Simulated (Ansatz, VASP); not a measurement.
Two plane-wave programs on Bi

```
CELL_PARAMETERS angstrom
0.00000 2.61274 2.61274
2.61274 0.00000 2.61274
2.61274 2.61274 0.00000
ATOMIC_POSITIONS crystal
Bi 0.00000 0.00000 0.00000
```

Alike in both runs: task single point; functional PBE; k mesh 12 × 12 × 12; occupations fermi-dirac, width 0.1 eV; no spin polarisation.

|  | VASP | Ansatz |
| --- | --- | --- |
| version | VASP 6.6.1 | Ansatz 0.2.0 |
| potentials or method | VASP PAW PBE potentials, release 64 (Bi_d), cutoff 520 eV | plane waves (420 eV) with PAW, scalar-relativistic |
| valence electrons in the cell | 15 | 15 |

|  | VASP | Ansatz | Ansatz less VASP |
| --- | --- | --- | --- |
| pressure (GPa) | -4.6 | -4.6 | +0.06 |

Spin-orbit coupling is off throughout.
